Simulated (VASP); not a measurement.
# SnTe (F-43m) in VASP: settings compared

Aim: see how the results for SnTe move with the level of theory and the settings. Levels: r2SCAN, PBE-based screened hybrid with 30 % exact exchange. Tasks: single point.

All numbers are computed with VASP 6.6.1; they aren't measurements. Logs are shortened: lines on timing, memory, paths and dates and some standing lists are left out, and cuts for length are marked.

## 1. The cell of the first run

The structure is cubic, space group F-43m (No. 216). Conventional cell: a = 7.168 Å, b = 7.168 Å, c = 7.168 Å, α = 90.00°, β = 90.00°, γ = 90.00°. Within 4.1 Å of Sn (site symmetry -43m) lie 4 Te at 3.10 Å. Te (site symmetry -43m) has 4 Sn at 3.10 Å within 4.1 Å.

## 2. Single point, r2SCAN

Input file POSCAR:

```
SnTe
1.0
    0.0000000000      3.5839840137      3.5839840137
    3.5839840137      0.0000000000      3.5839840137
    3.5839840137      3.5839840137      0.0000000000
Sn Te
1 1
Direct
    0.0000000000      0.0000000000      0.0000000000
    0.2500000000      0.2500000000      0.2500000000
```

Input file INCAR.step1:

```
SYSTEM = SnTe
PREC = Accurate
ENCUT = 520
ISMEAR = -1
SIGMA = 0.001
LREAL = .False.
LASPH = .True.
NELM = 60
NBANDS = 17
GGA = PE
ALGO = Normal
EDIFF = 1E-4
LWAVE = .True.
LCHARG = .False.
```

Input file INCAR.step2:

```
SYSTEM = SnTe
PREC = Accurate
ENCUT = 520
EDIFF = 1E-7
ISMEAR = -1
SIGMA = 0.001
LREAL = .False.
LASPH = .True.
NELM = 60
ALGO = Normal
ISIF = 2
LWAVE = .False.
LCHARG = .True.
METAGGA = R2SCAN
LMIXTAU = .True.
LELF = .True.
LVHAR = .True.
NBANDS = 17
ISTART = 1
```

Input file KPOINTS:

```
regular mesh
0
Gamma
  4 4 4
  0 0 0
```

Potentials or basis: VASP PAW PBE potentials, release 64 (Sn_d, Te).

The run is started by

```
cat potpaw_PBE.64/Sn_d/POTCAR potpaw_PBE.64/Te/POTCAR > POTCAR
cp INCAR.step1 INCAR
mpirun -np 1 vasp_std > vasp.out
cp INCAR.step2 INCAR
mpirun -np 1 vasp_std > vasp.out
```

OUTCAR:

```text
SYSTEM = SnTe
   PREC = Accurate
   ENCUT = 520
   EDIFF = 1E-7
   ISMEAR = -1
   LREAL = .False.
   LASPH = .True.
   NELM = 60
   ISIF = 2
   METAGGA = R2SCAN
   ISTART = 1

 ion  position               nearest neighbor table
   1  0.000  0.000  0.000-   2 3.10   2 3.10   2 3.10   2 3.10
   2  0.250  0.250  0.250-   1 3.10   1 3.10   1 3.10   1 3.10

  LATTYP: Found a face centered cubic cell.
 ALAT       =     7.1679680274

  Lattice vectors:

 A1 = (   0.0000000000,   3.5839840137,   3.5839840137)
 A2 = (   3.5839840137,   0.0000000000,   3.5839840137)
 A3 = (   3.5839840137,   3.5839840137,   0.0000000000)

Analysis of symmetry for initial positions (statically):
=====================================================================
 Subroutine PRICEL returns:
 Original cell was already a primitive cell.

 Routine SETGRP: Setting up the symmetry group for a
 face centered cubic supercell.

 Subroutine GETGRP returns: Found 24 space group operations
 (whereof 24 operations were pure point group operations)
 out of a pool of 48 trial point group operations.

The static configuration has the point symmetry T_d .

Analysis of symmetry for dynamics (positions and initial velocities):
=====================================================================
 Subroutine PRICEL returns:
 Original cell was already a primitive cell.

 Routine SETGRP: Setting up the symmetry group for a
 face centered cubic supercell.

 Subroutine GETGRP returns: Found 24 space group operations
 (whereof 24 operations were pure point group operations)
 out of a pool of 48 trial point group operations.

The dynamic configuration has the point symmetry T_d .

 Subroutine INISYM returns: Found 24 space group operations
 (whereof 24 operations are pure point group operations),
 and found     1 'primitive' translations

----------------------------------------------------------------------------------------

                                     Primitive cell

  volume of cell :      92.0721

  direct lattice vectors                    reciprocal lattice vectors
     0.000000000  3.583984014  3.583984014    -0.139509551  0.139509551  0.139509551
     3.583984014  0.000000000  3.583984014     0.139509551 -0.139509551  0.139509551
     3.583984014  3.583984014  0.000000000     0.139509551  0.139509551 -0.139509551

  length of vectors
     5.068518800  5.068518800  5.068518800     0.241637630  0.241637630  0.241637630

  position of ions in fractional coordinates (direct lattice)
     0.000000000  0.000000000  0.000000000
     0.250000000  0.250000000  0.250000000

  ion indices of the primitive-cell ions
   primitive index   ion index
                 1           1
                 2           2

----------------------------------------------------------------------------------------

 KPOINTS: regular mesh

Automatic generation of k-mesh.
 Grid dimensions read from file:
 generate k-points for:    4    4    4

 Generating k-lattice:

  Cartesian coordinates                     Fractional coordinates (reciprocal lattice)
    -0.034877388  0.034877388  0.034877388     0.250000000  0.000000000  0.000000000
     0.034877388 -0.034877388  0.034877388     0.000000000  0.250000000  0.000000000
     0.034877388  0.034877388 -0.034877388     0.000000000  0.000000000  0.250000000

  Length of vectors
     0.060409408  0.060409408  0.060409408

  Shift w.r.t. Gamma in fractional coordinates (k-lattice)
     0.000000000  0.000000000  0.000000000

 Subroutine IBZKPT returns following result:
 ===========================================

 Found      8 irreducible k-points:

 Following reciprocal coordinates:
            Coordinates               Weight
  0.000000  0.000000  0.000000      1.000000
  0.250000  0.000000  0.000000      8.000000
  0.500000  0.000000  0.000000      4.000000
  0.250000  0.250000  0.000000      6.000000
  0.500000  0.250000  0.000000     24.000000
 -0.250000  0.250000  0.000000     12.000000
  0.500000  0.500000  0.000000      3.000000
 -0.250000  0.500000  0.250000      6.000000
   k-points           NKPTS =      8   k-points in BZ     NKDIM =      8   number of bands    NBANDS=     17
   number of dos      NEDOS =    301   number of ions     NIONS =      2
   total plane-waves  NPLWV =  64000
   dimension x,y,z NGX =    40 NGY =   40 NGZ =   40
   dimension x,y,z NGXF=    80 NGYF=   80 NGZF=   80
   ions per type =               1   1
   NGX,Y,Z   is equivalent  to a cutoff of  13.12, 13.12, 13.12 a.u.
   NGXF,Y,Z  is equivalent  to a cutoff of  26.24, 26.24, 26.24 a.u.
 SYSTEM =  SnTe
   PREC   = accura    normal or accurate (medium, high low for compatibility)
   ISTART =      1    job   : 0-new  1-cont  2-samecut
   ICHARG =      0    charge: 1-file 2-atom 10-const
   ISPIN  =      1    spin polarized calculation?
   LNONCOLLINEAR =      F non collinear calculations
   LSORBIT =      F    spin-orbit coupling
   LASPH  =      T    aspherical Exc in radial PAW
   ENCUT  =  520.0 eV  38.22 Ry    6.18 a.u.   9.42  9.42  9.42*2*pi/ulx,y,z
   NELM   =     60;   NELMIN=  2; NELMDL=  0     # of ELM steps
   EDIFF  = 0.1E-06   stopping-criterion for ELM
   LREAL  =      F    real-space projection
   EDIFFG = 0.1E-05   stopping-criterion for IOM
   NSW    =      0    number of steps for IOM
   IBRION =     -1    ionic relax: 0-MD 1-quasi-New 2-CG
   NFREE  =      0    steps in history (QN), initial steepest desc. (CG)
   ISIF   =      2    stress and relaxation
   ISYM   =      2    0-nonsym 1-usesym 2-fastsym
   POTIM  = 0.5000    time-step for ionic-motion
   TEBEG  =    0.0;   TEEND  =   0.0 temperature during run
   PSTRESS=    0.0 pullay stress
   NELECT =      20.0000    total number of electrons
   NUPDOWN=      -1.0000    fix difference up-down
   EMIN   =  10.00;   EMAX   =-10.00  energy-range for DOS
   EFERMI =   0.00;   METHOD = LEGACY
   ISMEAR =    -1;   SIGMA  =   0.00  broadening in eV -4-tet -1-fermi 0-gaus
   EFERMI_NEDOS =   21; number of points for ismear=-14 and -15
   IALGO  =     38    algorithm
   IMIX   =      4    mixing-type and parameters
     AMIX     =   0.40;   BMIX     =  1.00
     AMIX_MAG =   1.60;   BMIX_MAG =  1.00
  volume/ion in A,a.u.               =      46.04       310.67
  Fermi-wavevector in a.u.,A,eV,Ry     =   0.984107  1.859692 13.176774  0.968466
  Thomas-Fermi vector in A             =   2.115314
   LORBIT       =      0    0 simple, 1 ext, 2 COOP (PROOUT), +10 PAW based schemes
   METAGGA = R2SCAN    functional components
   LHFCALC =     F    Hartree Fock is set to
   AEXX    =    0.0000 exact exchange contribution
   IVDW    =     0    specifies the selected vdW correction
   LEPSILON=     F    determine dielectric tensor
   LRPA    =     F    only Hartree local field effects (RPA)
 non-spin polarized calculation
  energy-cutoff  :      520.00
  volume of cell :       92.07
 maximum number of plane-waves:      2493
 NGX is ok and might be reduce to    40
   NGX = 19   NGY = 19   NGZ = 19

 number of electron      20.0000005 magnetization

 Free energy of the ion-electron system (eV)
  ---------------------------------------------------
  ext. energy  EPLUGINS =         0.00000000
  ---------------------------------------------------
  free energy    TOTEN  =       -50.07884393 eV

  energy without entropy =      -50.07884393  energy(sigma->0) =      -50.07884393

 E-fermi :   3.4003     XC(G=0):  -8.0519

 val. band max:        3.3366549938   @ k =  -0.2500   0.5000   0.2500
 cond. band min:       3.4217649300   @ k =   0.5000   0.5000   0.0000
 fundamental gap:      0.0851099362
 Fermi energy:         3.4002879243

 k-point     1 :       0.0000    0.0000    0.0000
  band No.  band energies     occupation
      1     -19.2678      2.00000
      2     -19.2678      2.00000
      3     -19.2678      2.00000
      4     -19.2530      2.00000
      5     -19.2530      2.00000
      6      -8.9051      2.00000
      7      -1.8734      2.00000
      8       1.0933      2.00000
      9       1.0933      2.00000
     10       1.0933      2.00000
     11       4.3414      0.00000
     12       4.3415      0.00000
     13       4.3415      0.00000
     14       7.5659      0.00000
     15      10.0688      0.00000
     16      10.0688      0.00000
     17      11.2265      0.00000

 k-point     2 :       0.2500    0.0000    0.0000
  band No.  band energies     occupation
      1     -19.2687      2.00000
      2     -19.2669      2.00000
      3     -19.2669      2.00000
      4     -19.2530      2.00000
      5     -19.2530      2.00000
      6      -8.6334      2.00000
      7      -3.0846      2.00000
      8       0.7751      2.00000
      9       0.7751      2.00000
     10       1.3089      2.00000
     11       4.8703      0.00000
     12       4.8704      0.00000
     13       5.1620      0.00000
     14       8.8522      0.00000
     15       9.4344      0.00000
     16       9.4344      0.00000
     17      10.6891      0.00000

 k-point     3 :       0.5000    0.0000    0.0000
  band No.  band energies     occupation
      1     -19.2696      2.00000
      2     -19.2661      2.00000
      3     -19.2661      2.00000
      4     -19.2529      2.00000
      5     -19.2529      2.00000
      6      -8.2906      2.00000
      7      -4.0635      2.00000
      8       0.5273      2.00000
      9       0.5273      2.00000
     10       1.1563      2.00000
     11       5.1972      0.00000
     12       5.1972      0.00000
     13       6.9837      0.00000
     14       9.1619      0.00000
     15       9.8846      0.00000
     16      10.5638      0.00000
     17      10.5638      0.00000

 k-point     4 :       0.2500    0.2500    0.0000
  band No.  band energies     occupation
      1     -19.2700      2.00000
      2     -19.2660      2.00000
      3     -19.2660      2.00000
      4     -19.2535      2.00000
      5     -19.2525      2.00000
      6      -8.5358      2.00000
      7      -3.3280      2.00000
      8       0.3366      2.00000
      9       0.3366      2.00000
     10       2.2944      2.00000
     11       3.6770      0.00000
     12       5.8018      0.00000
     13       5.8018      0.00000
     14       8.0258      0.00000
     15       9.7057      0.00000
     16      10.7093      0.00000
     17      12.5619      0.00000

 k-point     5 :       0.5000    0.2500    0.0000
  band No.  band energies     occupation
      1     -19.2707      2.00000
      2     -19.2653      2.00000
      3     -19.2651      2.00000
      4     -19.2535      2.00000
      5     -19.2525      2.00000
      6      -8.1734      2.00000
      7      -4.2065      2.00000
      8      -0.3713      2.00000
      9       0.1375      2.00000
     10       2.5859      2.00000
     11       4.5020      0.00000
     12       6.2670      0.00000
     13       6.3026      0.00000
     14       8.8580      0.00000
     15      10.0523      0.00000
     16      10.8199      0.00000
     17      11.7140      0.00000

 k-point     6 :      -0.2500    0.2500    0.0000
  band No.  band energies     occupation
      1     -19.2697      2.00000
      2     -19.2660      2.00000
      3     -19.2658      2.00000
      4     -19.2530      2.00000
      5     -19.2529      2.00000
      6      -8.3018      2.00000
      7      -3.9367      2.00000
      8      -0.3811      2.00000
      9       0.5084      2.00000
     10       2.3493      2.00000
     11       5.2367      0.00000
     12       5.4533      0.00000
     13       5.7877      0.00000
     14       9.0574      0.00000
     15       9.2021      0.00000
     16      10.4691      0.00000
     17      11.8334      0.00000

 k-point     7 :       0.5000    0.5000    0.0000
  band No.  band energies     occupation
      1     -19.2722      2.00000
      2     -19.2642      2.00000
      3     -19.2642      2.00000
      4     -19.2540      2.00000
      5     -19.2520      2.00000
      6      -8.0363      2.00000
      7      -4.4686      2.00000
      8      -0.1717      2.00000
      9      -0.1717      2.00000
     10       2.5538      2.00000
     11       3.4218      0.00000
     12       7.4843      0.00000
     13       7.4844      0.00000
     14       9.0204      0.00000
     15      10.0078      0.00000
     16      11.8544      0.00000
     17      11.8544      0.00000

 k-point     8 :      -0.2500    0.5000    0.2500
  band No.  band energies     occupation
      1     -19.2709      2.00000
      2     -19.2656      2.00000
      3     -19.2642      2.00000
      4     -19.2535      2.00000
      5     -19.2525      2.00000
      6      -8.0326      2.00000
      7      -4.4449      2.00000
      8      -0.4518      2.00000
      9      -0.3523      2.00000
     10       3.3367      2.00000
     11       4.8180      0.00000
     12       5.6006      0.00000
     13       6.5728      0.00000
     14       8.9251      0.00000
     15       9.8539      0.00000
     16      11.5703      0.00000
     17      11.6499      0.00000

------------------------ aborting loop because EDIFF is reached ----------------------------------------

  FORCE on cell =-STRESS in cart. coord.  units (eV):
  Direction    XX          YY          ZZ          XY          YZ          ZX
  --------------------------------------------------------------------------------------
  -------------------------------------------------------------------------------------
  Total       -0.0671644     -0.0671644     -0.0671644     -0.0000000      0.0000000     -0.0000000
  in kB       -1.1687505     -1.1687505     -1.1687505     -0.0000000      0.0000000     -0.0000000
  external PRESSURE =      -1.1687505 kB  Pullay stress =       0.0000000 kB

 VOLUME and BASIS-vectors are now :
 -----------------------------------------------------------------------------
  energy-cutoff  :      520.00
  volume of cell :       92.07
      direct lattice vectors                 reciprocal lattice vectors
     0.000000000  3.583984014  3.583984014    -0.139509551  0.139509551  0.139509551
     3.583984014  0.000000000  3.583984014     0.139509551 -0.139509551  0.139509551
     3.583984014  3.583984014  0.000000000     0.139509551  0.139509551 -0.139509551

 POSITION                                       TOTAL-FORCE (eV/Angst)
 -----------------------------------------------------------------------------------
      0.00000      0.00000      0.00000        -0.000000     -0.000000     -0.000000
      1.79199      1.79199      1.79199         0.000000      0.000000      0.000000
 -----------------------------------------------------------------------------------
    total drift:                                0.000002      0.000002      0.000002

  FREE ENERGIE OF THE ION-ELECTRON SYSTEM (eV)
  ---------------------------------------------------
  free  energy   TOTEN  =       -50.0788439290 eV

  energy  without entropy=      -50.0788439290  energy(sigma->0) =      -50.07884393
```

Wall time 2.4 min (1 thread of AMD EPYC 7R13 (Zen 3), shared host); peak memory 0.23 GiB.

What came out:

```
Free energy            : -50.0788 eV
Pressure               : -0.1 GPa
Band gap on the k mesh : 0.09 eV (least direct gap 0.87 eV)
```

Levels at points of the mesh, in eV from the valence-band top:
```tsv
k point	band 8	band 9	band 10	band 11	band 12	band 13
(0.00, 0.00, 0.00)	-2.24	-2.24	-2.24	1.00	1.00	1.00
(0.50, 0.00, 0.00)	-2.81	-2.81	-2.18	1.86	1.86	3.65
(0.50, 0.50, 0.00)	-3.51	-3.51	-0.78	0.09	4.15	4.15
```

Caveat: the PAW data sets were made with another functional, which shifts forces and pressure a little; spin-orbit coupling is left out, which moves the levels of the heavy elements.

(Part 1 of 2 ends here.)
